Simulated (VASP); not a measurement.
H6CO: single point with r2SCAN

H6CO:

```
CELL_PARAMETERS angstrom
7.19197 0.00000 0.00000
0.00000 7.19197 0.00000
0.00000 0.00000 7.19197
ATOMIC_POSITIONS crystal
O 0.76310 0.76583 0.84824
O 0.90664 0.19655 0.78650
O 0.17176 0.75798 0.89682
O 0.28706 0.78939 0.24786
H 0.70392 0.74920 0.96829
H 0.78935 0.89888 0.84703
H 0.95926 0.19761 0.66832
H 0.88741 0.32285 0.82599
H 0.05813 0.71747 0.94104
H 0.18925 0.69127 0.78303
H 0.23561 0.82979 0.13166
H 0.29844 0.65722 0.22335
H 0.39244 0.33112 0.07714
H 0.14651 0.33941 0.10197
H 0.28190 0.16716 0.21763
H 0.26607 0.15334 0.98833
H 0.72667 0.46758 0.31966
H 0.84824 0.46858 0.11888
H 0.94418 0.39754 0.31431
H 0.89010 0.64740 0.30082
H 0.70761 0.18541 0.37775
H 0.62858 0.96622 0.42204
H 0.88702 0.99141 0.37794
H 0.71121 0.01800 0.20200
H 0.38567 0.46801 0.76152
H 0.49337 0.32180 0.59561
H 0.42396 0.55750 0.51982
H 0.25053 0.35839 0.59038
C 0.27301 0.24534 0.10318
C 0.85233 0.50533 0.26268
C 0.73931 0.03784 0.34294
C 0.38332 0.43860 0.61222
```

```
Program                : VASP 6.6.1
Task                   : single point
Functional             : r2SCAN
Potentials or basis    : VASP PAW PBE potentials, release 64 (O, H, C)
Cutoff                 : 580 eV
k mesh                 : 1 × 1 × 1
Occupations            : fermi-dirac, width 0.02 eV
Spin                   : no spin polarisation
Dipole correction      : no
Further INCAR settings : LREAL = Auto; ALGO = Normal; EDIFF = 1e-06; NBANDS = 54
```

* Pressure: 0.9 GPa
* Largest force: 4.457 eV/Å
* Band gap on the k mesh: 5.45 eV

Forces on the atoms (eV/Å):
```
O    0.023  0.343  0.553
O   -0.901 -0.409  1.898
O    1.971  0.697 -0.655
O    0.164 -0.550  0.586
H   -0.070 -0.087 -0.226
H    0.058 -0.195 -0.253
H    0.711  0.189 -1.709
H    0.036  0.065 -0.228
H   -2.499 -0.627  0.598
H    0.206 -0.043 -0.382
H    0.113  0.319 -0.480
H    0.046  0.236  0.261
H    0.612  0.321  0.300
H    1.065 -0.992  0.065
H    0.322 -1.822  3.420
H   -0.332 -0.636 -0.979
H   -2.359 -0.187  0.886
H   -0.148  0.558 -1.023
H    0.611  0.380  0.504
H    0.219 -0.366 -0.360
H    0.725 -0.705 -0.259
H    0.742 -0.343 -0.170
H   -1.523  0.539 -0.133
H   -0.198 -0.219 -1.755
H    0.171  0.472 -0.242
H   -1.017  1.424  0.092
H   -0.810 -0.783  0.684
H    0.681  1.140 -0.467
C   -1.476  3.091 -2.852
C    1.675 -0.146  0.012
C    0.168  0.560  2.373
C    1.014 -2.225 -0.059
```

Stress tensor (GPa, compression positive):
```
 0.35  1.25 -0.01
 1.25 -1.27 -0.60
-0.01 -0.60  3.66
```

Levels at points of the mesh, in eV from the valence-band top:
```tsv
k point	band 28	band 29	band 30	band 31	band 32	band 33	band 34	band 35	band 36	band 37
(0.00, 0.00, 0.00)	-1.79	-0.84	-0.73	-0.33	0.00	5.45	7.50	8.08	8.15	8.39
```

It took 2.9 min on 1 thread of AMD EPYC 7R43 64-Core Processor (Zen 3) (shared host), peak memory 0.42 GiB.

Caveat: the k points lie up to 0.87 Å⁻¹ apart; the atoms stand as in a frame of molecular dynamics; the PAW data sets were made with another functional, which shifts forces and pressure a little.
